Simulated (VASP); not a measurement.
# Ge (I4_1/amd) in VASP: further runs

Runs on Ge. Level: PBE. Tasks: single point.

All numbers are computed with VASP 6.6.1; they aren't measurements. Logs are shortened: lines on timing, memory, paths and dates and some standing lists are left out, and cuts for length are marked.

## Step 1: The cell of the first run

The structure is tetragonal, space group I4_1/amd (No. 141). The conventional cell has a = 4.321 Å, b = 4.321 Å, c = 5.884 Å, α = 90.00°, β = 90.00°, γ = 90.00°. Within 3.4 Å of Ge (site symmetry -4m2) lie 4 Ge at 2.61 Å.

## Step 2: Single point, PBE (strain +0.080 along x and y, +0.040 along z)

INCAR reads:

```
SYSTEM = Ge
PREC = Accurate ; ENCUT = 500
EDIFF = 1E-6 ; ISMEAR = 0
SIGMA = 0.15 ; LREAL = .False.
LASPH = .True. ; NELM = 120
ALGO = Normal ; ISIF = 2
LWAVE = .False. ; LCHARG = .False.
GGA = PE ; NBANDS = 21
GGA_COMPAT = .False.
```

KPOINTS reads:

```
Automatic mesh
0
Gamma
  14 14 14
  0 0 0
```

POSCAR reads:

```
Ge
1.0
    0.0000000000      3.0550716000      2.9419208000
    3.0550716000      0.0000000000      2.9419208000
    3.0550716000      3.0550716000      0.0000000000
Ge
2
Direct
    0.5000000000      0.5000000000      0.5000000000
    0.7500000000      0.7500000000      0.7500000000
```

Potentials or basis: VASP PAW PBE potentials, release 64 (Ge_d).

On the command line:

```console
$ cat potpaw_PBE.64/Ge_d/POTCAR > POTCAR
$ mpirun -np 1 vasp_std > vasp.out
```

OUTCAR:

```text
SYSTEM = Ge
   PREC = Accurate
   ENCUT = 500
   EDIFF = 1E-6
   ISMEAR = 0
   LREAL = .False.
   LASPH = .True.
   NELM = 120
   ISIF = 2
   GGA = PE

 ion  position               nearest neighbor table
   1  0.500  0.500  0.500-   2 2.61   2 2.61   2 2.61   2 2.61
   2  0.750  0.750  0.750-   1 2.61   1 2.61   1 2.61   1 2.61

  LATTYP: Found a body centered tetragonal cell.
 ALAT       =     4.3205236907
 C/A-ratio  =     1.3618352823

  Lattice vectors:

 A1 = (   0.0000000000,  -3.0550716000,  -2.9419208000)
 A2 = (   0.0000000000,   3.0550716000,  -2.9419208000)
 A3 = (   3.0550716000,   0.0000000000,   2.9419208000)

Analysis of symmetry for initial positions (statically):
=====================================================================
 Subroutine PRICEL returns:
 Original cell was already a primitive cell.

 Routine SETGRP: Setting up the symmetry group for a
 body centered tetragonal supercell.

 Subroutine GETGRP returns: Found 16 space group operations
 (whereof  8 operations were pure point group operations)
 out of a pool of 16 trial point group operations.

The static configuration has the point symmetry D_2d.
 The point group associated with its full space group is D_4h.

Analysis of symmetry for dynamics (positions and initial velocities):
=====================================================================
 Subroutine PRICEL returns:
 Original cell was already a primitive cell.

 Routine SETGRP: Setting up the symmetry group for a
 body centered tetragonal supercell.

 Subroutine GETGRP returns: Found 16 space group operations
 (whereof  8 operations were pure point group operations)
 out of a pool of 16 trial point group operations.

The dynamic configuration has the point symmetry D_2d.
 The point group associated with its full space group is D_4h.

 Subroutine INISYM returns: Found 16 space group operations
 (whereof  8 operations are pure point group operations),
 and found     1 'primitive' translations

----------------------------------------------------------------------------------------

                                     Primitive cell

  volume of cell :      54.9166

  direct lattice vectors                    reciprocal lattice vectors
     0.000000000  3.055071600  2.941920800    -0.163662285  0.163662285  0.169956989
     3.055071600  0.000000000  2.941920800     0.163662285 -0.163662285  0.169956989
     3.055071600  3.055071600  0.000000000     0.163662285  0.163662285 -0.169956989

  length of vectors
     4.241268734  4.241268734  4.320523691     0.287151642  0.287151642  0.287151642

  position of ions in fractional coordinates (direct lattice)
     0.500000000  0.500000000  0.500000000
     0.750000000  0.750000000  0.750000000

  ion indices of the primitive-cell ions
   primitive index   ion index
                 1           1
                 2           2

----------------------------------------------------------------------------------------

 KPOINTS: Automatic mesh

Automatic generation of k-mesh.
 Grid dimensions read from file:
 generate k-points for:   14   14   14

 Generating k-lattice:

  Cartesian coordinates                     Fractional coordinates (reciprocal lattice)
    -0.011690163  0.011690163  0.012139785     0.071428571  0.000000000  0.000000000
     0.011690163 -0.011690163  0.012139785     0.000000000  0.071428571  0.000000000
     0.011690163  0.011690163 -0.012139785     0.000000000  0.000000000  0.071428571

  Length of vectors
     0.020510832  0.020510832  0.020510832

  Shift w.r.t. Gamma in fractional coordinates (k-lattice)
     0.000000000  0.000000000  0.000000000

 Subroutine IBZKPT returns following result:
 ===========================================

 Found    244 irreducible k-points:

 Following reciprocal coordinates:
            Coordinates               Weight
  0.000000  0.000000  0.000000      1.000000
  0.071429 -0.000000  0.000000      8.000000
  0.142857  0.000000  0.000000      8.000000
  0.214286  0.000000  0.000000      8.000000
  0.285714  0.000000  0.000000      8.000000
  0.357143 -0.000000  0.000000      8.000000
[... 16 lines left out ...]
  0.214286  0.142857  0.000000      8.000000
  0.285714  0.142857  0.000000      8.000000
 [... further k-points ...]
   k-points           NKPTS =    244   k-points in BZ     NKDIM =    244   number of bands    NBANDS=     21
   number of dos      NEDOS =    301   number of ions     NIONS =      2
   total plane-waves  NPLWV =  32768
   dimension x,y,z NGX =    32 NGY =   32 NGZ =   32
   dimension x,y,z NGXF=    64 NGYF=   64 NGZF=   64
   ions per type =               2
   NGX,Y,Z   is equivalent  to a cutoff of  12.54, 12.54, 12.31 a.u.
   NGXF,Y,Z  is equivalent  to a cutoff of  25.09, 25.09, 24.63 a.u.
 SYSTEM =  Ge
   PREC   = accura    normal or accurate (medium, high low for compatibility)
   ISTART =      0    job   : 0-new  1-cont  2-samecut
   ICHARG =      2    charge: 1-file 2-atom 10-const
   ISPIN  =      1    spin polarized calculation?
   LNONCOLLINEAR =      F non collinear calculations
   LSORBIT =      F    spin-orbit coupling
   LASPH  =      T    aspherical Exc in radial PAW
   ENCUT  =  500.0 eV  36.75 Ry    6.06 a.u.   7.73  7.73  7.88*2*pi/ulx,y,z
   NELM   =    120;   NELMIN=  2; NELMDL= -5     # of ELM steps
   EDIFF  = 0.1E-05   stopping-criterion for ELM
   LREAL  =      F    real-space projection
   EDIFFG = 0.1E-04   stopping-criterion for IOM
   NSW    =      0    number of steps for IOM
   IBRION =     -1    ionic relax: 0-MD 1-quasi-New 2-CG
   NFREE  =      0    steps in history (QN), initial steepest desc. (CG)
   ISIF   =      2    stress and relaxation
   ISYM   =      2    0-nonsym 1-usesym 2-fastsym
   POTIM  = 0.5000    time-step for ionic-motion
   TEBEG  =    0.0;   TEEND  =   0.0 temperature during run
   PSTRESS=    0.0 pullay stress
   NELECT =      28.0000    total number of electrons
   NUPDOWN=      -1.0000    fix difference up-down
   EMIN   =  10.00;   EMAX   =-10.00  energy-range for DOS
   EFERMI =   0.00;   METHOD = LEGACY
   ISMEAR =     0;   SIGMA  =   0.15  broadening in eV -4-tet -1-fermi 0-gaus
   EFERMI_NEDOS =   21; number of points for ismear=-14 and -15
   IALGO  =     38    algorithm
   IMIX   =      4    mixing-type and parameters
     AMIX     =   0.40;   BMIX     =  1.00
     AMIX_MAG =   1.60;   BMIX_MAG =  1.00
  volume/ion in A,a.u.               =      27.46       185.30
  Fermi-wavevector in a.u.,A,eV,Ry     =   1.307855  2.471488 23.272556  1.710485
  Thomas-Fermi vector in A             =   2.438561
   LORBIT       =      0    0 simple, 1 ext, 2 COOP (PROOUT), +10 PAW based schemes
   GGA     = PE    functional components
   LHFCALC =     F    Hartree Fock is set to
   AEXX    =    0.0000 exact exchange contribution
   IVDW    =     0    specifies the selected vdW correction
   LEPSILON=     F    determine dielectric tensor
   LRPA    =     F    only Hartree local field effects (RPA)
 non-spin polarized calculation
 Gauss-broadening in eV      SIGMA  =   0.15
  energy-cutoff  :      500.00
  volume of cell :       54.92
 maximum number of plane-waves:      1411
   NGX = 15   NGY = 15   NGZ = 15

 number of electron      28.0000019 magnetization

 Free energy of the ion-electron system (eV)
  ---------------------------------------------------
  ext. energy  EPLUGINS =         0.00000000
  ---------------------------------------------------
  free energy    TOTEN  =        -8.88116077 eV

  energy without entropy =       -8.87942827  energy(sigma->0) =       -8.88029452

 E-fermi :   3.1906     XC(G=0):  -9.0460

 val. band max:        3.1678393859   @ k =   0.0714   0.0000   0.0714
 cond. band min:       3.2111968239   @ k =   0.0000   0.0000   0.0000
 fundamental gap:      0.0433574380
 Fermi energy:         3.1906065791

 k-point     1 :       0.0000    0.0000    0.0000
  band No.  band energies     occupation
      1     -21.3442      2.00000
      2     -21.3410      2.00000
      3     -21.3410      2.00000
      4     -21.3196      2.00000
      5     -21.3178      2.00000
      6     -21.1967      2.00000
[... 13 lines left out ...]
     20      11.9542      0.00000
     21      12.5524      0.00000

 k-point     2 :       0.0714   -0.0000    0.0000
  band No.  band energies     occupation
      1     -21.3454      2.00000
      2     -21.3427      2.00000
      3     -21.3412      2.00000
      4     -21.3171      2.00000
      5     -21.3154      2.00000
      6     -21.2018      2.00000
[... 13 lines left out ...]
     20      11.6475      0.00000
     21      12.1299      0.00000

 k-point     3 :       0.1429    0.0000    0.0000
  band No.  band energies     occupation
      1     -21.3489      2.00000
      2     -21.3462      2.00000
      3     -21.3401      2.00000
      4     -21.3118      2.00000
      5     -21.3099      2.00000
      6     -21.2079      2.00000
[... 13 lines left out ...]
     20      11.2604      0.00000
     21      11.6320      0.00000

 k-point     4 :       0.2143    0.0000    0.0000
  band No.  band energies     occupation
      1     -21.3527      2.00000
      2     -21.3495      2.00000
      3     -21.3380      2.00000
      4     -21.3060      2.00000
      5     -21.3039      2.00000
      6     -21.2135      2.00000
[... 13 lines left out ...]
     20      11.1463      0.00000
     21      11.4358      0.00000

 k-point     5 :       0.2857    0.0000    0.0000
  band No.  band energies     occupation
      1     -21.3558      2.00000
      2     -21.3520      2.00000
      3     -21.3355      2.00000
      4     -21.3010      2.00000
      5     -21.2987      2.00000
      6     -21.2180      2.00000
[... 13 lines left out ...]
     20      11.4162      0.00000
     21      11.5598      0.00000
[... 382 lines left out ...]
     20      11.1023      0.00000
     21      11.7397      0.00000

 k-point    22 :       0.1429    0.1429    0.0000
  band No.  band energies     occupation
      1     -21.3454      2.00000
      2     -21.3450      2.00000
      3     -21.3450      2.00000
      4     -21.3110      2.00000
      5     -21.3054      2.00000
      6     -21.2155      2.00000
[... 13 lines left out ...]
     20      10.6534      0.00000
     21      12.2816      0.00000

 k-point    23 :       0.2143    0.1429    0.0000
  band No.  band energies     occupation
      1     -21.3506      2.00000
      2     -21.3474      2.00000
      3     -21.3409      2.00000
      4     -21.3065      2.00000
      5     -21.2990      2.00000
      6     -21.2227      2.00000
[... 13 lines left out ...]
     20      11.3365      0.00000
     21      12.3105      0.00000

 k-point    24 :       0.2857    0.1429    0.0000
  band No.  band energies     occupation
      1     -21.3559      2.00000
      2     -21.3502      2.00000
      3     -21.3353      2.00000
      4     -21.3010      2.00000
      5     -21.2932      2.00000
      6     -21.2287      2.00000
[... 13 lines left out ...]
     20      11.9180      0.00000
     21      12.4490      0.00000

 [... further k-points ...]

------------------------ aborting loop because EDIFF is reached ----------------------------------------

  FORCE on cell =-STRESS in cart. coord.  units (eV):
  Direction    XX          YY          ZZ          XY          YZ          ZX
  --------------------------------------------------------------------------------------
  -------------------------------------------------------------------------------------
  Total       -2.2480471     -2.2480471     -1.5685674      0.0000000      0.0000000      0.0000000
  in kB      -65.5861645    -65.5861645    -45.7625278      0.0000000      0.0000000      0.0000000
  external PRESSURE =     -58.9782856 kB  Pullay stress =       0.0000000 kB

 VOLUME and BASIS-vectors are now :
 -----------------------------------------------------------------------------
  energy-cutoff  :      500.00
  volume of cell :       54.92
      direct lattice vectors                 reciprocal lattice vectors
     0.000000000  3.055071600  2.941920800    -0.163662285  0.163662285  0.169956989
     3.055071600  0.000000000  2.941920800     0.163662285 -0.163662285  0.169956989
     3.055071600  3.055071600  0.000000000     0.163662285  0.163662285 -0.169956989

 POSITION                                       TOTAL-FORCE (eV/Angst)
 -----------------------------------------------------------------------------------
      3.05507      3.05507      2.94192        -0.000000     -0.000000      0.000000
      4.58261      4.58261      4.41288         0.000000      0.000000     -0.000000
 -----------------------------------------------------------------------------------
    total drift:                               -0.000000     -0.000000      0.000000

  FREE ENERGIE OF THE ION-ELECTRON SYSTEM (eV)
  ---------------------------------------------------
  free  energy   TOTEN  =        -8.8811607731 eV

  energy  without entropy=       -8.8794282664  energy(sigma->0) =       -8.88029452
```

Wall time 3.2 min (1 thread of Intel Xeon Platinum 8259CL at 2.50GHz (Skylake/Cascade Lake), shared host); peak memory 0.32 GiB.

Results:

* Free energy: -8.8812 eV
* Pressure: -5.9 GPa
* Band gap on the k mesh: zero (bands 14 and 15 overlap by 0.30 eV)

Stress tensor (GPa, compression positive):
```
-6.56  0.00  0.00
 0.00 -6.56  0.00
 0.00  0.00 -4.58
```

Caveat: the cell differs from its parent crystal (strain +0.080 along x and y, +0.040 along z); the cell stands under tension; semilocal functionals underestimate gaps, so a narrow gap can read as zero.

(Continued in part 2 of 2.)
